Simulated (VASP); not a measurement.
Set up this calculation in VASP 6.6.1, as the native input.

| Quantity | Value |
| --- | --- |
| Task | single point |
| Functional | r2SCAN |
| Dispersion | rVV10 |
| Potentials or basis | VASP PAW PBE potentials, release 64 (Ge_d, Se) |
| Cutoff | 550 eV |
| k mesh | 2 × 6 × 4 |
| Occupations | gaussian, width 0.1 eV |
| Spin | no spin polarisation |
| Dipole correction | no |
| Further INCAR settings | ALGO = Normal; EDIFF = 1e-06; NBANDS = 50 |

Crystal: GeSe (scanv).

```xyz
8
Lattice="11.2560 0.0000 0.0000 0.0000 3.7872 0.0000 0.0000 0.0000 4.6644" Properties=species:S:1:pos:R:3 pbc="T T T"
Ge    1.4531    0.9468    0.5551
Ge    9.8029    2.8404    4.1093
Ge    4.1749    2.8404    2.8872
Ge    7.0812    0.9468    1.7771
Se    9.5595    0.9468    2.4043
Se    1.6965    2.8404    2.2600
Se    7.3245    2.8404    0.0722
Se    3.9315    0.9468    4.5922
```

One way to write it, as run:

POSCAR

```
GeSe
1.0
   11.2560349400      0.0000000000      0.0000000000
    0.0000000000      3.7871878600      0.0000000000
    0.0000000000      0.0000000000      4.6643635200
Ge Se
4 4
Direct
    0.1290986400      0.2500000000      0.1190017300
    0.8709013600      0.7500000000      0.8809982700
    0.3709013600      0.7500000000      0.6190017300
    0.6290986400      0.2500000000      0.3809982700
    0.8492791900      0.2500000000      0.5154685600
    0.1507208100      0.7500000000      0.4845314400
    0.6507208100      0.7500000000      0.0154685600
    0.3492791900      0.2500000000      0.9845314400
```

INCAR.step1

```
PREC = Accurate ; ENCUT = 550
ISMEAR = 0 ; SIGMA = 0.1
LREAL = F ; LASPH = T
NELM = 120 ; NBANDS = 50
GGA = PE ; ALGO = Normal
EDIFF = 1E-5 ; LWAVE = T
LCHARG = F ; GGA_COMPAT = F
```

INCAR.step2

```
PREC = Accurate ; ENCUT = 550
EDIFF = 1E-6 ; ISMEAR = 0
SIGMA = 0.1 ; LREAL = F
LASPH = T ; NELM = 120
ALGO = Normal ; ISIF = 2
LWAVE = F ; LCHARG = F
METAGGA = R2SCAN ; LMIXTAU = T
LUSE_VDW = T ; IVDW_NL = 2
BPARAM = 11.95 ; CPARAM = 0.0093
NBANDS = 50 ; ISTART = 1
GGA_COMPAT = F
```

KPOINTS

```
Automatic mesh
0
Gamma
  2 6 4
```

Potentials or basis: VASP PAW PBE potentials, release 64 (Ge_d, Se).

Run with:

```bash
$ cat potpaw_PBE.64/Ge_d/POTCAR potpaw_PBE.64/Se/POTCAR > POTCAR
$ cp INCAR.step1 INCAR
$ mpirun -np 1 vasp_std > vasp.out
$ cp INCAR.step2 INCAR
$ mpirun -np 1 vasp_std > vasp.out
```

Results of the run:

| Item | Value |
| --- | --- |
| Pressure | -0.7 GPa |
| Largest force | 0.048 eV/Å |
| Band gap on the k mesh | 1.06 eV, direct |

Caveat: the PAW data sets were made with another functional, which shifts forces and pressure a little.

Run time: 11 min on 1 thread of AMD EPYC 9R14 (Zen 4), with other jobs on the host, peak memory 0.77 GiB.
